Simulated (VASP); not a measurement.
A run of VASP 6.6.1 is set up as follows.

File INCAR:

```
SYSTEM = GaAs3
PREC = Accurate
ENCUT = 520
EDIFF = 1E-7
ISMEAR = 0
SIGMA = 0.1
LREAL = .FALSE.
LASPH = .TRUE.
NELM = 80
ALGO = Normal
ISIF = 2
LWAVE = .FALSE.
LCHARG = .TRUE.
GGA = PE
LELF = .TRUE.
LVHAR = .TRUE.
NBANDS = 38
```

The input KPOINTS:

```
Automatic mesh
0
G
  3 3 4
  0 0 0
```

File POSCAR:

```
GaAs3
1.0
    6.6067090909      0.0000000033      0.0000000000
   -3.3033545483      5.7215779065      0.0000000000
    0.0000000000      0.0000000000      4.9122459287
Ga As
2 6
Direct
    0.3333333333      0.6666666667      0.5000000000
    0.6666666667      0.3333333333      0.5000000000
    0.3459915593      0.0000000000      0.1445066741
    0.0000000000      0.3459915593      0.1445066741
    0.6540084407      0.6540084407      0.1445066741
    0.0000000000      0.6540084407      0.8554933259
    0.6540084407      0.0000000000      0.8554933259
    0.3459915593      0.3459915593      0.8554933259
```

Potentials or basis: VASP PAW PBE potentials, release 64 (Ga_d, As).

Run with:

```bash
$ cat potpaw_PBE.64/Ga_d/POTCAR potpaw_PBE.64/As/POTCAR > POTCAR
$ mpirun -np 1 vasp_std > vasp.out
```

Question: What does it give for the pressure?

Answer: 0.0 GPa.

Question: What does it give for the band gap on the k mesh?

Answer: Zero (bands 28 and 29 overlap by 1.49 eV).

Question: What does it give for the largest force?

Answer: 0.028 eV/Å.

Stress tensor (GPa, compression positive):
```
-0.03  0.00  0.00
 0.00 -0.03  0.00
 0.00  0.00  0.08
```

Caveat: the k points lie up to 0.37 Å⁻¹ apart, too coarse for converged energies and pressures of a metal.
